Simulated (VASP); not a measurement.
Write the native input for VASP 6.6.1 that does the following.

```yaml
Task: single point
Functional: PBE
Potentials_or_basis: VASP PAW PBE potentials, release 64 (Al, N)
Cutoff: 520 eV
k_mesh: 11 × 11 × 6
Occupations: fermi-dirac, width 0.02 eV
Spin: no spin polarisation
Dipole_correction: no
Further_INCAR_settings: ALGO = Normal; EDIFF = 1e-07; NBANDS = 16
```

The structure of AlN lies in POSCAR:

```
AlN
1.0
    3.1305966268      0.0000000000      0.0000000000
   -1.5652983134      2.7111762078      0.0000000000
    0.0000000000      0.0000000000      5.0129810936
Al N
2 2
Direct
    0.6666666667      0.3333333333      0.0000000000
    0.3333333333      0.6666666667      0.5000000000
    0.6666666667      0.3333333333      0.3820000000
    0.3333333333      0.6666666667      0.8820000000
```

This cell differs from its parent crystal: volume scaled by 1.02, then relaxed in part.

One way to write it, as run:

INCAR

```
ALGO = Normal
EDIFF = 1E-7
ENCUT = 520
GGA = PE
ISIF = 2
ISMEAR = -1
LASPH = True
LCHARG = False
LREAL = False
LWAVE = False
NBANDS = 16
NELM = 100
PREC = Accurate
SIGMA = 0.02
```

KPOINTS

```
k-points
0
Gamma
  11 11 6
```

Potentials or basis: VASP PAW PBE potentials, release 64 (Al, N).

Run with:

```console
$ cat potpaw_PBE.64/Al/POTCAR potpaw_PBE.64/N/POTCAR > POTCAR
$ mpirun -np 1 vasp_std > vasp.out
```

Results of the run:

```json
{"Pressure": "-0.1 GPa", "Largest force": "0.016 eV/Å", "Band gap on the k mesh": "4.04 eV, direct"}
```

Run time: 29 s on 1 thread of Intel(R) Xeon(R) Platinum 8488C (Sapphire Rapids), on a shared host, peak memory 0.17 GiB.
